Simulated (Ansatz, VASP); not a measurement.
**One calculation of CoO, two programs**

```
CELL_PARAMETERS angstrom
0.00000 2.23228 2.23228
2.23228 0.00000 2.23228
2.23228 2.23228 0.00000
ATOMIC_POSITIONS crystal
Co 0.00000 0.00000 0.00000
O 0.25000 0.25000 0.25000
```

Alike in both runs: task relaxation of cell and atoms; functional PBE; k mesh 13 × 13 × 13; occupations fermi-dirac, width 0.05 eV; collinear spin.

```csv
,VASP,Ansatz
version,VASP 6.6.1,Ansatz 0.2.0
potentials or method,"VASP PAW PBE potentials, release 64 (Co, O)","PAW with Ansatz's default frozen-core files, scalar-relativistic"
plane-wave cutoff (eV),600,420
valence electrons in the cell,15,23
```

```tsv
	VASP	Ansatz	Ansatz less VASP
net moment per atom (μB)	1.36	1.38	+0.013
size of the moment on the site where the two differ most (μB)	2.35	2.22	-0.135
relaxed volume (Å³/atom)	11.36	11.38	+0.028
relaxed cell length with the largest relative difference (Å)	3.179	3.181	+0.0027
```

Site moments also hang on the region over which each program counts them. VASP's potentials hold 15 valence electrons a cell and Ansatz's 23, so a difference there can come from the potentials and not from the codes.
